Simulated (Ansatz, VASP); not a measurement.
Si3C in VASP and in Ansatz

```
CELL_PARAMETERS angstrom
2.59071 0.00000 0.00000
0.00000 2.85450 0.00000
0.00000 0.00000 7.02432
ATOMIC_POSITIONS crystal
Si 0.00000 0.50000 0.18700
Si 0.00000 0.00000 0.50000
Si 0.00000 0.50000 0.81300
C 0.00000 0.00000 0.00000
```

Change from the starting cell: species swapped into the Sn3Pb type (Pmmm, No. 47).

Alike in both runs: functional PBE; k mesh 6 × 6 × 4; occupations gaussian, width 0.1 eV; no spin polarisation.

Ansatz relaxed the structure, and its values are those at the end. VASP's run is a single point on that final structure, the one shown.

|  | VASP | Ansatz |
| --- | --- | --- |
| version | VASP 6.6.1 | Ansatz 0.2.0 |
| potentials or method | VASP PAW PBE potentials, release 64 (Si, C), cutoff 520 eV | scalar-relativistic, plane waves, PAW |
| valence electrons in the cell | 16 | 16 |

|  | VASP | Ansatz | Ansatz less VASP |
| --- | --- | --- | --- |
| gap on the k mesh at the Fermi level (eV) | none | none | - |
| pressure (GPa) | 0.0 | 0.1 | +0.04 |
| rms of the force components (eV/Å) | 0.009 | 0.006 | -0.0032 |

A gap of «none» marks a metal or a gap that the smearing closes.

The k mesh is coarse, so the values compare programs but aren't converged.
